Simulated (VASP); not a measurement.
# InAs (F-43m) in VASP: a series of runs

Runs on InAs. Level: PBE. Tasks: electric field gradients, single point.

All numbers are computed with VASP 6.6.1; they aren't measurements. Logs are shortened: lines on timing, memory, paths and dates and some standing lists are left out, and cuts for length are marked.

## 1. The cell of the first run

Symmetry: F-43m, No. 216, cubic system. The conventional cell has a = 6.108 Å, b = 6.108 Å, c = 6.108 Å, α = 90.00°, β = 90.00°, γ = 90.00°. In (site symmetry -43m) has 4 As at 2.64 Å within 3.5 Å. Within 3.5 Å of As (site symmetry -43m) lie 4 In at 2.64 Å.

## 2. Electric field gradients, PBE (28.48 Å³/atom)

The input, INCAR:

```
PREC     = Accurate       # precision mode
ENCUT    = 520            # plane-wave cutoff, eV
EDIFF    = 1E-8           # SCF threshold, eV
ISMEAR   = -1             # smearing method
SIGMA    = 0.08           # smearing width, eV
LREAL    = False          # projectors in reciprocal space
LASPH    = True           # aspherical terms in the spheres
NELM     = 60             # most SCF steps
ALGO     = Normal         # electronic algorithm
ISIF     = 2              # what is computed and relaxed
LWAVE    = False          # write WAVECAR
LCHARG   = False          # write CHGCAR
GGA      = PE             # functional
LEFG     = True         
NBANDS   = 16             # bands
```

The input, KPOINTS:

```
regular mesh
0
Gamma
  10 10 10
```

The input, POSCAR:

```
InAs
1.0
    0.0000000000      3.0539425414      3.0539425414
    3.0539425414      0.0000000000      3.0539425414
    3.0539425414      3.0539425414      0.0000000000
In As
1 1
Direct
    0.0000000000      0.0000000000      0.0000000000
    0.7500000000      0.7500000000      0.7500000000
```

Potentials or basis: VASP PAW PBE potentials, release 64 (In_d, As).

Command:

```bash
cat potpaw_PBE.64/In_d/POTCAR potpaw_PBE.64/As/POTCAR > POTCAR
mpirun -np 1 vasp_std > vasp.out
```

OUTCAR:

```text
PREC = Accurate
   ENCUT = 520
   EDIFF = 1E-8
   ISMEAR = -1
   LREAL = False
   LASPH = True
   NELM = 60
   ISIF = 2
   GGA = PE

 ion  position               nearest neighbor table
   1  0.000  0.000  0.000-   2 2.64   2 2.64   2 2.64   2 2.64
   2  0.750  0.750  0.750-   1 2.64   1 2.64   1 2.64   1 2.64

  LATTYP: Found a face centered cubic cell.
 ALAT       =     6.1078850828

  Lattice vectors:

 A1 = (   0.0000000000,   3.0539425414,   3.0539425414)
 A2 = (   3.0539425414,   0.0000000000,   3.0539425414)
 A3 = (   3.0539425414,   3.0539425414,   0.0000000000)

Analysis of symmetry for initial positions (statically):
=====================================================================
 Subroutine PRICEL returns:
 Original cell was already a primitive cell.

 Routine SETGRP: Setting up the symmetry group for a
 face centered cubic supercell.

 Subroutine GETGRP returns: Found 24 space group operations
 (whereof 24 operations were pure point group operations)
 out of a pool of 48 trial point group operations.

The static configuration has the point symmetry T_d .

Analysis of symmetry for dynamics (positions and initial velocities):
=====================================================================
 Subroutine PRICEL returns:
 Original cell was already a primitive cell.

 Routine SETGRP: Setting up the symmetry group for a
 face centered cubic supercell.

 Subroutine GETGRP returns: Found 24 space group operations
 (whereof 24 operations were pure point group operations)
 out of a pool of 48 trial point group operations.

The dynamic configuration has the point symmetry T_d .

 Subroutine INISYM returns: Found 24 space group operations
 (whereof 24 operations are pure point group operations),
 and found     1 'primitive' translations

----------------------------------------------------------------------------------------

                                     Primitive cell

  volume of cell :      56.9656

  direct lattice vectors                    reciprocal lattice vectors
     0.000000000  3.053942541  3.053942541    -0.163722792  0.163722792  0.163722792
     3.053942541  0.000000000  3.053942541     0.163722792 -0.163722792  0.163722792
     3.053942541  3.053942541  0.000000000     0.163722792  0.163722792 -0.163722792

  length of vectors
     4.318926961  4.318926961  4.318926961     0.283576194  0.283576194  0.283576194

  position of ions in fractional coordinates (direct lattice)
     0.000000000  0.000000000  0.000000000
     0.750000000  0.750000000  0.750000000

  ion indices of the primitive-cell ions
   primitive index   ion index
                 1           1
                 2           2

----------------------------------------------------------------------------------------

 KPOINTS: regular mesh

Automatic generation of k-mesh.
 Grid dimensions read from file:
 generate k-points for:   10   10   10

 Generating k-lattice:

  Cartesian coordinates                     Fractional coordinates (reciprocal lattice)
    -0.016372279  0.016372279  0.016372279     0.100000000  0.000000000  0.000000000
     0.016372279 -0.016372279  0.016372279     0.000000000  0.100000000  0.000000000
     0.016372279  0.016372279 -0.016372279     0.000000000  0.000000000  0.100000000

  Length of vectors
     0.028357619  0.028357619  0.028357619

  Shift w.r.t. Gamma in fractional coordinates (k-lattice)
     0.000000000  0.000000000  0.000000000

 Subroutine IBZKPT returns following result:
 ===========================================

 Found     47 irreducible k-points:

 Following reciprocal coordinates:
            Coordinates               Weight
  0.000000  0.000000  0.000000      1.000000
  0.100000  0.000000  0.000000      8.000000
  0.200000  0.000000  0.000000      8.000000
  0.300000  0.000000  0.000000      8.000000
  0.400000  0.000000  0.000000      8.000000
  0.500000  0.000000  0.000000      4.000000
[... 16 lines left out ...]
  0.300000  0.300000  0.000000      6.000000
  0.400000  0.300000  0.000000     24.000000
 [... further k-points ...]
   k-points           NKPTS =     47   k-points in BZ     NKDIM =     47   number of bands    NBANDS=     16
   number of dos      NEDOS =    301   number of ions     NIONS =      2
   total plane-waves  NPLWV =  32768
   dimension x,y,z NGX =    32 NGY =   32 NGZ =   32
   dimension x,y,z NGXF=    64 NGYF=   64 NGZF=   64
   ions per type =               1   1
   NGX,Y,Z   is equivalent  to a cutoff of  12.32, 12.32, 12.32 a.u.
   NGXF,Y,Z  is equivalent  to a cutoff of  24.64, 24.64, 24.64 a.u.
 SYSTEM =  unknown system
   PREC   = accura    normal or accurate (medium, high low for compatibility)
   ISTART =      0    job   : 0-new  1-cont  2-samecut
   ICHARG =      2    charge: 1-file 2-atom 10-const
   ISPIN  =      1    spin polarized calculation?
   LNONCOLLINEAR =      F non collinear calculations
   LSORBIT =      F    spin-orbit coupling
   LASPH  =      T    aspherical Exc in radial PAW
   ENCUT  =  520.0 eV  38.22 Ry    6.18 a.u.   8.03  8.03  8.03*2*pi/ulx,y,z
   NELM   =     60;   NELMIN=  2; NELMDL= -5     # of ELM steps
   EDIFF  = 0.1E-07   stopping-criterion for ELM
   LREAL  =      F    real-space projection
   EDIFFG = 0.1E-06   stopping-criterion for IOM
   NSW    =      0    number of steps for IOM
   IBRION =     -1    ionic relax: 0-MD 1-quasi-New 2-CG
   NFREE  =      0    steps in history (QN), initial steepest desc. (CG)
   ISIF   =      2    stress and relaxation
   ISYM   =      2    0-nonsym 1-usesym 2-fastsym
   POTIM  = 0.5000    time-step for ionic-motion
   TEBEG  =    0.0;   TEEND  =   0.0 temperature during run
   PSTRESS=    0.0 pullay stress
   NELECT =      18.0000    total number of electrons
   NUPDOWN=      -1.0000    fix difference up-down
   EMIN   =  10.00;   EMAX   =-10.00  energy-range for DOS
   EFERMI =   0.00;   METHOD = LEGACY
   ISMEAR =    -1;   SIGMA  =   0.08  broadening in eV -4-tet -1-fermi 0-gaus
   EFERMI_NEDOS =   21; number of points for ismear=-14 and -15
   IALGO  =     38    algorithm
   IMIX   =      4    mixing-type and parameters
     AMIX     =   0.40;   BMIX     =  1.00
     AMIX_MAG =   1.60;   BMIX_MAG =  1.00
  volume/ion in A,a.u.               =      28.48       192.21
  Fermi-wavevector in a.u.,A,eV,Ry     =   1.115051  2.107141 16.916656  1.243339
  Thomas-Fermi vector in A             =   2.251652
   LORBIT       =      0    0 simple, 1 ext, 2 COOP (PROOUT), +10 PAW based schemes
   GGA     = PE    functional components
   LHFCALC =     F    Hartree Fock is set to
   AEXX    =    0.0000 exact exchange contribution
   IVDW    =     0    specifies the selected vdW correction
   LEPSILON=     F    determine dielectric tensor
   LRPA    =     F    only Hartree local field effects (RPA)
 non-spin polarized calculation
  energy-cutoff  :      520.00
  volume of cell :       56.97
 maximum number of plane-waves:      1550
   NGX = 17   NGY = 17   NGZ = 17

 number of electron      17.9999995 magnetization

 Free energy of the ion-electron system (eV)
  ---------------------------------------------------
  ext. energy  EPLUGINS =         0.00000000
  ---------------------------------------------------
  free energy    TOTEN  =        -7.70465765 eV

  energy without entropy =       -7.70393525  energy(sigma->0) =       -7.70429645

 E-fermi :   4.3795     XC(G=0):  -8.9617

 val. band max:        4.2080222380   @ k =   0.0000   0.0000   0.0000
 cond. band min:       5.0647244505   @ k =   0.1000   0.0000   0.0000
 fundamental gap:      0.8567022125
 Fermi energy:         4.3794667392

 k-point     1 :       0.0000    0.0000    0.0000
  band No.  band energies     occupation
      1     -10.1246      2.00000
      2     -10.1246      2.00000
      3     -10.1246      2.00000
      4     -10.0109      2.00000
      5     -10.0109      2.00000
      6      -7.4631      2.00000
[... 8 lines left out ...]
     15      13.8117      0.00000
     16      13.8117      0.00000
[... 419 lines left out ...]
 k-point    24 :       0.4000    0.3000    0.0000
  band No.  band energies     occupation
      1     -10.2569      2.00000
      2     -10.0709      2.00000
      3     -10.0688      2.00000
      4     -10.0341      2.00000
      5      -9.9954      2.00000
      6      -6.0887      2.00000
[... 8 lines left out ...]
     15      15.1932      0.00000
     16      16.0982      0.00000

 [... further k-points ...]

------------------------ aborting loop because EDIFF is reached ----------------------------------------

  FORCE on cell =-STRESS in cart. coord.  units (eV):
  Direction    XX          YY          ZZ          XY          YZ          ZX
  --------------------------------------------------------------------------------------
  -------------------------------------------------------------------------------------
  Total        0.7470195      0.7470195      0.7470195      0.0000000      0.0000000     -0.0000000
  in kB       21.0101870     21.0101870     21.0101870      0.0000000      0.0000000     -0.0000000
  external PRESSURE =      21.0101870 kB  Pullay stress =       0.0000000 kB

 VOLUME and BASIS-vectors are now :
 -----------------------------------------------------------------------------
  energy-cutoff  :      520.00
  volume of cell :       56.97
      direct lattice vectors                 reciprocal lattice vectors
     0.000000000  3.053942541  3.053942541    -0.163722792  0.163722792  0.163722792
     3.053942541  0.000000000  3.053942541     0.163722792 -0.163722792  0.163722792
     3.053942541  3.053942541  0.000000000     0.163722792  0.163722792 -0.163722792

 POSITION                                       TOTAL-FORCE (eV/Angst)
 -----------------------------------------------------------------------------------
      0.00000      0.00000      0.00000         0.000000      0.000000      0.000000
      4.58091      4.58091      4.58091        -0.000000     -0.000000     -0.000000
 -----------------------------------------------------------------------------------
    total drift:                                0.000000      0.000000      0.000000

  FREE ENERGIE OF THE ION-ELECTRON SYSTEM (eV)
  ---------------------------------------------------
  free  energy   TOTEN  =        -7.7046576547 eV

  energy  without entropy=       -7.7039352506  energy(sigma->0) =       -7.70429645

 Electric field gradients (V/A^2)
---------------------------------------------------------------------
 ion       V_xx      V_yy      V_zz      V_xy      V_xz      V_yz
---------------------------------------------------------------------
   1      -0.000    -0.000     0.000    -0.001    -0.001    -0.001
   2       0.000    -0.000     0.000     0.000     0.000     0.000
---------------------------------------------------------------------

 Electric field gradients after diagonalization (V/A^2)
 (convention: |V_zz| > |V_xx| > |V_yy|)
----------------------------------------------------------------------
 ion       V_xx      V_yy      V_zz     asymmetry (V_yy - V_xx)/ V_zz
----------------------------------------------------------------------
   1       0.001     0.001    -0.003       0.000
   2      -0.000    -0.000     0.001       0.000
----------------------------------------------------------------------

           NMR quadrupolar parameters

 Cq : quadrupolar parameter    Cq=e*Q*V_zz/h
 eta: asymmetry parameters     (V_yy - V_xx)/ V_zz
 Q  : nuclear electric quadrupole moment in mb (millibarn)
----------------------------------------------------------------------
 ion       Cq(MHz)       eta       Q (mb)
----------------------------------------------------------------------
   1      -0.000       0.000       1.000
   2       0.000       0.000       1.000
----------------------------------------------------------------------
```

Wall time 22 s (1 thread of AMD EPYC 9R45 (Zen 5), shared host); peak memory 0.17 GiB.

Results:

| Property | Result |
| --- | --- |
| Free energy | -7.7047 eV |
| Pressure | 2.1 GPa |
| Band gap on the k mesh | zero (filled and empty bands touch) |
| Largest electric field gradient by atom | zero within the noise of the run |

Caveat: semilocal functionals underestimate gaps, so a narrow gap can read as zero; spin-orbit coupling is left out, which moves the levels of the heavy elements.

(Part 1 of 3 ends here.)
